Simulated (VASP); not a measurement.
Runs of VASP 6.6.1 on Si3Sb2. The structure is that of space group R-3m (No. 166), or close to it. The cells are those of the table. 

```csv
task,cell,k mesh,cutoff (eV),gap on the mesh (eV),pressure (GPa),largest force (eV/Å)
relaxation of cell and atoms,"relaxed from a = 8.842 Å, angles 24.2°, 5 atoms",6 × 6 × 6,600,none,0.0,0.03
single point,"a = 8.599 Å, angles 26.0°, 5 atoms",6 × 6 × 6,520,none,0.0,0.03
single point,"a = 8.842 Å, angles 24.2°, 5 atoms",6 × 6 × 6,520,none,10.2,(a)
single point,"a = 8.456 Å, angles 26.6°, 5 atoms",12 × 12 × 12,520,none,0.0,0.02
```

Alike in all rows: level PBE; potentials or basis VASP PAW PBE potentials, release 64 (Si, Sb); no spin polarisation; smearing gaussian 0.1 eV.

Problem. Estimate the missing entries.

Solution. (a) 1.70.

Caveats: spin-orbit coupling is left out, which moves the levels of the heavy elements; forces of over 1 eV/Å act on the atoms, so gaps and moduli don't describe the material at rest (some runs).

A k mesh can miss the band edges, and the runs leave out spin-orbit coupling on Sb.

A gap of «none» marks levels without a gap at the run's occupations.
